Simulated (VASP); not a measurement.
**AlSi62 (a cell with a defect): single point with PBE+D3(BJ)**

AlSi62 (a cell with a defect):

```xyz
63
Lattice="10.8600 0.0000 0.0000 0.0000 10.8600 0.0000 0.0000 0.0000 10.8600" Properties=species:S:1:pos:R:3 pbc="T T T"
Si    5.3513   -0.0764    0.0482
Si    6.7704    1.3443    1.3521
Si    8.1547    2.7265    0.0049
Si    9.5675    4.1409    1.3210
Si    8.1251    0.0159    2.7290
Si    9.5096    1.3816    4.0639
Si   -0.0194    0.0013    0.0150
Si    1.3530    1.3594    1.3612
Si    2.7087    2.7135    0.0049
Si    4.0882    4.0521    1.3723
Si    5.4293    5.4126    0.0140
Si    6.7854    6.7864    1.3607
Si    8.1417    8.1402    0.0049
Si    9.4792    9.5204    1.3726
Si    2.6997    0.0043    2.7348
Si    4.0804    1.3543    4.0898
Si    5.4441    2.6990    2.7302
Si    6.8109    4.0819    4.0656
Si    8.1737    5.4469    2.6998
Si    9.5669    6.8254    4.0069
Si    5.4092   -0.0188    5.4677
Si    6.7808    1.3540    6.7924
Si    8.1429    2.7136    5.4312
Si    9.5077    4.0808    6.7644
Si    8.1052   -0.0185    8.1650
Si    9.4843    1.3525    9.4942
Si    0.1005    5.5325   -0.0467
Si    3.9351    9.3691    1.3794
Si    0.0140    2.7478    2.7003
Si    1.3936    4.1398    4.0074
Si    2.7606    5.5314    2.6138
Si    4.0895    6.7740    4.0920
Si    5.4313    8.1343    2.7341
Si    6.7828    9.5126    4.0911
Si   -0.0161    0.0148    5.4488
Si    1.3608    1.3445    6.8020
Si    2.7107    2.7268    5.4210
Si    4.0794    4.0574    6.7934
Si    5.4433    5.4165    5.4484
Si    6.7693    6.7958    6.8031
Si    8.1548    8.1416    5.4217
Si    9.4840    9.5122    6.7943
Si    2.6666   -0.0752    8.2204
Si    4.0453    1.3169    9.5287
Si    5.4101    2.6801    8.1647
Si    6.7815    4.0574    9.4952
Si    8.1245    5.4172    8.1296
Si    9.4806    6.7737    9.4843
Si    0.0996    8.1945    2.6149
Si    1.3419    9.5216    4.0942
Si    0.0130    5.4453    5.4002
Si    1.3530    6.7857    6.7867
Si    2.7087    8.1402    5.4309
Si    4.0436    9.4762    6.8283
Si   -0.0158    2.6983    8.1311
Si    1.3421    4.0525    9.4854
Si    2.6999    5.4126    8.1426
Si    3.9357    6.7674    9.6360
Si    5.3500    8.0989    8.2233
Si    6.7440    9.4766    9.5305
Si   -0.0182    8.1329    8.1442
Si    1.3370    9.3714    9.6349
Al    1.7741    7.2074    0.9405
```

```yaml
Program: VASP 6.6.1
Task: single point
Functional: PBE
Dispersion: D3(BJ)
Potentials_or_basis: VASP PAW PBE potentials, release 64 (Si, Al)
Cutoff: 520 eV
k_mesh: 1 × 1 × 1
Occupations: gaussian, width 0.05 eV
Spin: no spin polarisation
```

| Property | Result |
| --- | --- |
| Largest force | 0.012 eV/Å |
| Dispersion energy per atom | -0.313 eV |

Forces in eV/Å, atoms in the order of the input:
```
Si  -0.009 -0.002 -0.003
Si  -0.002 -0.004 -0.002
Si   0.000 -0.005  0.001
Si   0.003  0.000 -0.004
Si   0.005  0.003  0.001
Si  -0.004  0.004  0.004
Si   0.003  0.003 -0.005
Si   0.002 -0.002 -0.006
Si   0.001 -0.002 -0.002
Si   0.000 -0.002  0.000
Si   0.002  0.004  0.001
Si   0.003  0.000 -0.006
Si   0.001 -0.002  0.000
Si  -0.001  0.000 -0.002
Si   0.003 -0.004 -0.005
Si   0.001 -0.002  0.005
Si  -0.002  0.005  0.000
Si   0.002 -0.005  0.001
Si   0.001  0.002  0.002
Si   0.009  0.006 -0.005
Si   0.000  0.001  0.000
Si   0.001 -0.001 -0.001
Si  -0.004 -0.002  0.001
Si   0.001 -0.002 -0.002
Si   0.000 -0.001  0.004
Si  -0.001  0.001  0.000
Si  -0.002  0.004 -0.006
Si  -0.001  0.002  0.005
Si  -0.001  0.000  0.002
Si   0.002  0.004 -0.003
Si   0.004  0.006  0.002
Si  -0.001 -0.003  0.007
Si  -0.002 -0.001 -0.003
Si  -0.003  0.003 -0.001
Si   0.002  0.005 -0.006
Si   0.000 -0.003  0.004
Si  -0.005 -0.006 -0.004
Si   0.009 -0.005 -0.001
Si  -0.001  0.005 -0.006
Si   0.000 -0.005  0.002
Si  -0.004 -0.004 -0.001
Si   0.000  0.004  0.002
Si   0.007  0.004  0.003
Si  -0.005  0.007  0.003
Si  -0.004 -0.004  0.006
Si   0.000 -0.003 -0.006
Si   0.004  0.003  0.004
Si  -0.002 -0.001  0.002
Si   0.000 -0.005 -0.002
Si  -0.001  0.001  0.003
Si  -0.001  0.001 -0.003
Si   0.004  0.000 -0.001
Si   0.000 -0.002  0.000
Si  -0.001 -0.002 -0.004
Si  -0.002  0.004  0.002
Si  -0.002 -0.002  0.001
Si  -0.007  0.004  0.004
Si  -0.002 -0.003  0.008
Si   0.002  0.011 -0.001
Si   0.006 -0.005  0.000
Si   0.000 -0.003  0.001
Si  -0.007 -0.001  0.009
Al   0.001  0.001  0.001
```

Levels at points of the mesh, in eV from the Fermi level:
```
           k point  band 124  band 125  band 126  band 127  band 128  band 129
(0.00, 0.00, 0.00)     -0.88     -0.71      0.00      0.00      0.16      0.16
```

Wall time 19 min on 1 thread of Intel Xeon 8259CL, with other jobs on the host, peak memory 0.98 GiB.

Caveat: the k points lie up to 0.58 Å⁻¹ apart; the cell carries a net charge on a neutralising background, which shifts energy and pressure; the cell is charged against a uniform background, so pressure and absolute levels hang on convention.
